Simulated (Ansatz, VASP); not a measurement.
**MgS in VASP and in Ansatz**

INCAR

```
SYSTEM = MgS
PREC     = Accurate       ! precision mode
ENCUT    = 520            ! plane-wave cutoff, eV
EDIFF    = 1E-6           ! SCF threshold, eV
ISMEAR   = 0              ! smearing method
SIGMA    = 0.02           ! smearing width, eV
LREAL    = .FALSE.        ! projectors in reciprocal space
LASPH    = .TRUE.         ! aspherical terms in the spheres
NELM     = 60             ! most SCF steps
ALGO     = Normal         ! electronic algorithm
ISIF     = 2              ! what is computed and relaxed
LWAVE    = .FALSE.        ! write WAVECAR
LCHARG   = .FALSE.        ! write CHGCAR
GGA      = PS             ! functional
NBANDS   = 26             ! bands
```

Contents of KPOINTS:

```
regular mesh
0
G
  6 6 2
  0 0 0
```

Contents of POSCAR:

```
MgS
1.0
    3.9912606827      0.0000000000      0.0000000000
   -1.9956303413      3.4565331443      0.0000000000
    0.0000000000      0.0000000000     12.9118540139
Mg S
4 4
Direct
    0.6666666667      0.3333333333      0.0382491724
    0.0000000000      0.0000000000      0.2873297322
    0.0000000000      0.0000000000      0.7873297322
    0.3333333333      0.6666666667      0.5382491724
    0.6666666667      0.3333333333      0.2268815989
    0.0000000000      0.0000000000      0.9765035366
    0.0000000000      0.0000000000      0.4765035366
    0.3333333333      0.6666666667      0.7268815989
```

Input for Ansatz:

```yaml
crystal:
  lattice:
    - [3.9912606827, 0.0, 0.0]
    - [-1.9956303413, 3.4565331443, 0.0]
    - [0.0, 0.0, 12.9118540139]
  atoms:
    - { symbol: Mg, position: [0.6666666667, 0.3333333333, 0.0382491724] }
    - { symbol: Mg, position: [0.0, 0.0, 0.2873297322] }
    - { symbol: Mg, position: [0.0, 0.0, 0.7873297322] }
    - { symbol: Mg, position: [0.3333333333, 0.6666666667, 0.5382491724] }
    - { symbol: S, position: [0.6666666667, 0.3333333333, 0.2268815989] }
    - { symbol: S, position: [0.0, 0.0, 0.9765035366] }
    - { symbol: S, position: [0.0, 0.0, 0.4765035366] }
    - { symbol: S, position: [0.3333333333, 0.6666666667, 0.7268815989] }
basis:
  ecutwfc: 420
kpoints:
  mp_grid: { grid: [6, 6, 2] }
  band_path:
    path:
      - [[0.0, 0.0, 0.0], [0.5, 0.0, 0.0], [0.33333333, 0.33333333, 0.0], [0.0, 0.0, 0.0], [0.0, 0.0, 0.5], [0.5, 0.0, 0.5], [0.33333333, 0.33333333, 0.5], [0.0, 0.0, 0.5]]
      - [[0.5, 0.0, 0.5], [0.5, 0.0, 0.0]]
      - [[0.33333333, 0.33333333, 0.5], [0.33333333, 0.33333333, 0.0]]
    npoints: 14
hamiltonian:
  xc: pbesol
scf:
  occupations: { method: gaussian, width: 0.02 }
  n_extra_bands: 20
output:
  forces: true
  stress: true
  eigenvalues: true
  populations: true
  dos: { projected: true, de: 0.02, nscf_kmesh: { grid: [9, 9, 3] } }
  bader: true
```

Alike in both runs: task single point; functional PBEsol; k mesh 6 × 6 × 2; occupations gaussian, width 0.02 eV; no spin polarisation.

```csv
,VASP,Ansatz
version,VASP 6.6.1,Ansatz 0.2.0
potentials or method,"VASP PAW PBE potentials, release 64 (Mg, S), cutoff 520 eV","scalar-relativistic, plane waves, PAW"
valence electrons in the cell,32,64
```

```csv
,VASP,Ansatz,Ansatz less VASP
gap on the k mesh at the Fermi level (eV),3.38,3.38,-0.003
least direct gap on the mesh (eV),3.38,3.38,-0.003
pressure (GPa),0.7,0.8,+0.08
```

VASP's potentials were made for PBE, not for PBEsol. VASP's potentials hold 32 valence electrons a cell and Ansatz's 64, so a difference there can come from the potentials and not from the codes.
